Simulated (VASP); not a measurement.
Write the native input for VASP 6.6.1 that does the following.

```
Task                   : single point
Functional             : PBE
Potentials or basis    : VASP PAW PBE potentials, release 64 (W_sv)
Cutoff                 : 520 eV
k mesh                 : 20 × 20 × 20
Occupations            : gaussian, width 0.15 eV
Spin                   : no spin polarisation
Dipole correction      : no
Further INCAR settings : ALGO = Normal; EDIFF = 1e-06; NBANDS = 13
```

The structure of W lies in POSCAR:

```
W
1.0
   -1.4695160000      1.4695160000      1.5973000000
    1.4695160000     -1.4695160000      1.5973000000
    1.4695160000      1.4695160000     -1.5973000000
W
1
Direct
    0.0000000000      0.0000000000      0.0000000000
```

This cell differs from its parent crystal: strain -0.080 along x and y, +0.000 along z.

The input as run:

INCAR

```
SYSTEM = W
PREC     = Accurate       ! precision mode
ENCUT    = 520            ! plane-wave cutoff, eV
EDIFF    = 1E-6           ! SCF threshold, eV
ISMEAR   = 0              ! smearing method
SIGMA    = 0.15           ! smearing width, eV
LREAL    = .False.        ! projectors in reciprocal space
LASPH    = .True.         ! aspherical terms in the spheres
NELM     = 100            ! most SCF steps
ALGO     = Normal         ! electronic algorithm
ISIF     = 2              ! what is computed and relaxed
LWAVE    = .False.        ! write WAVECAR
LCHARG   = .False.        ! write CHGCAR
GGA      = PE             ! functional
NBANDS   = 13             ! bands
```

KPOINTS

```
regular mesh
0
Gamma
  20 20 20
  0 0 0
```

Potentials or basis: VASP PAW PBE potentials, release 64 (W_sv).

Command:

```console
$ cat potpaw_PBE.64/W_sv/POTCAR > POTCAR
$ mpirun -np 1 vasp_std > vasp.out
```

Results of the run:

```
Pressure               : 68.3 GPa
Band gap on the k mesh : zero (bands 7 and 8 overlap by 7.17 eV)
```

Caveat: the cell differs from its parent crystal (strain -0.080 along x and y, +0.000 along z); the stress differs along the axes, from 46 to 80 GPa; spin-orbit coupling is left out, which moves the levels of the heavy elements.

Wall time 34 s on 1 thread of Intel(R) Xeon(R) 6975P-C (Granite Rapids), with other jobs on the host, peak memory 0.21 GiB.
